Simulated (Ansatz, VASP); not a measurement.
# One calculation of Se, two programs

The input INCAR:

```
SYSTEM = Se
PREC     = Accurate       ! precision mode
ENCUT    = 520            ! plane-wave cutoff, eV
EDIFF    = 1E-6           ! SCF threshold, eV
ISMEAR   = -1             ! smearing method
SIGMA    = 0.08           ! smearing width, eV
LREAL    = .FALSE.        ! projectors in reciprocal space
LASPH    = .TRUE.         ! aspherical terms in the spheres
NELM     = 100            ! most SCF steps
ALGO     = Normal         ! electronic algorithm
ISIF     = 2              ! what is computed and relaxed
LWAVE    = .FALSE.        ! write WAVECAR
LCHARG   = .FALSE.        ! write CHGCAR
GGA      = CA             ! functional
NBANDS   = 9              ! bands
```

The input KPOINTS:

```
Automatic mesh
0
G
  15 15 15
  0 0 0
```

Contents of POSCAR:

```
Se
1.0
   -1.4178418023      1.4178418023      1.4178418023
    1.4178418023     -1.4178418023      1.4178418023
    1.4178418023      1.4178418023     -1.4178418023
Se
1
Direct
    0.0000000000      0.0000000000      0.0000000000
```

Input for Ansatz:

```yaml
crystal:
  lattice:
    - [-1.4178418023, 1.4178418023, 1.4178418023]
    - [1.4178418023, -1.4178418023, 1.4178418023]
    - [1.4178418023, 1.4178418023, -1.4178418023]
  atoms:
    - { symbol: Se, position: [0.0, 0.0, 0.0] }
kpoints:
  mp_grid: { grid: [15, 15, 15] }
scf:
  occupations: { method: fermi_dirac, width: 0.08 }
hamiltonian:
  xc: lda
  pseudopotentials: { kind: all_electron, lapw: { basis_error: 0.001 } }
output:
  forces: true
  stress: true
  eigenvalues: true
  populations: true
```

Change from the starting cell: volume scaled by 0.6, LAPW.

Alike in both runs: task single point; functional LDA; k mesh 15 × 15 × 15; occupations fermi-dirac, width 0.08 eV; no spin polarisation.

```csv
,VASP,Ansatz
version,VASP 6.6.1,Ansatz 0.2.0
potentials or method,"VASP PAW LDA potentials, release 64 (Se), cutoff 520 eV","all-electron LAPW, scalar-relativistic"
```

```tsv
	VASP	Ansatz	Ansatz less VASP
pressure (GPa)	140.9	138.3	-2.57
```

LDA's correlation is that of Perdew and Zunger in VASP and of Perdew and Wang (1992) in Ansatz. Both programs put the cell under a high pressure, so it lies far from rest at this level. Ansatz ran all-electron here, and VASP with PAW potentials.

Noted on VASP's run: the cell as given lies far from equilibrium.
